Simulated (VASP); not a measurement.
A run of VASP 6.6.1 is set up as follows.

POSCAR

```
InSb3
1.0
    0.0000000000      3.6954234213      3.6954234213
    3.6954234213      0.0000000000      3.6954234213
    3.6954234213      3.6954234213      0.0000000000
In Sb
1 3
Direct
    0.0000000000      0.0000000000      0.0000000000
    0.2500000000      0.2500000000      0.2500000000
    0.7500000000      0.7500000000      0.7500000000
    0.5000000000      0.5000000000      0.5000000000
```

INCAR.step1

```
SYSTEM = InSb3
ALGO = Normal ; EDIFF = 1E-4
ENCUT = 520 ; GGA = PE
ISMEAR = 0 ; LASPH = .True.
LCHARG = .False. ; LREAL = .False.
LWAVE = .True. ; NBANDS = 22
NELM = 80 ; PREC = Accurate
SIGMA = 0.1
```

File INCAR.step2:

```
SYSTEM = InSb3
ALGO = Normal ; EDIFF = 1E-7
ENCUT = 520 ; ISIF = 2
ISMEAR = 0 ; ISTART = 1
LASPH = .True. ; LCHARG = .False.
LMIXTAU = .True. ; LREAL = .False.
LWAVE = .False. ; METAGGA = R2SCAN
NBANDS = 22 ; NELM = 80
PREC = Accurate ; SIGMA = 0.1
```

Contents of KPOINTS:

```
k-points
0
Gamma
  10 10 10
  0 0 0
```

Potentials or basis: VASP PAW PBE potentials, release 64 (In_d, Sb).

The run is started by

```sh
$ cat potpaw_PBE.64/In_d/POTCAR potpaw_PBE.64/Sb/POTCAR > POTCAR
$ cp INCAR.step1 INCAR
$ mpirun -np 1 vasp_std > vasp.out
$ cp INCAR.step2 INCAR
$ mpirun -np 1 vasp_std > vasp.out
```

(1) What does it give for the pressure?

(2) Predict the band gap on the k mesh.

Answers

(1) 4.0 GPa.

(2) zero (bands 14 and 15 overlap by 3.17 eV).

Caveat: the cell stands under pressure; the PAW data sets were made with another functional, which shifts forces and pressure a little; spin-orbit coupling is left out, which moves the levels of the heavy elements.
